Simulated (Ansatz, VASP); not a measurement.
One calculation of Se, two programs

```
Se
1.0
     3.81295    0.00000    0.00000
    -1.90648    3.30211    0.00000
     0.00000    0.00000    3.95977
Se
2
Cartesian
  0.0000 2.2014 0.9899
  1.9065 1.1007 2.9698
```

Alike in both runs: task single point; functional RPBE; k mesh 11 × 11 × 9; occupations fermi-dirac, width 0.1 eV; no spin polarisation.

|  | VASP | Ansatz |
| --- | --- | --- |
| version | VASP 6.6.1 | Ansatz 0.2.0 |
| potentials or method | VASP PAW PBE potentials, release 64 (Se), cutoff 520 eV | plane waves (420 eV) with PAW, scalar-relativistic |
| valence electrons in the cell | 12 | 32 |

```csv
,VASP,Ansatz,Ansatz less VASP
pressure (GPa),-3.9,-3.9,+0.02
"traceless stress, the component that is largest in VASP (GPa)",-1.85,-1.84,+0.003
```

VASP's potentials were made for PBE, not for RPBE. VASP's potentials hold 12 valence electrons a cell and Ansatz's 32, so a difference there can come from the potentials and not from the codes.
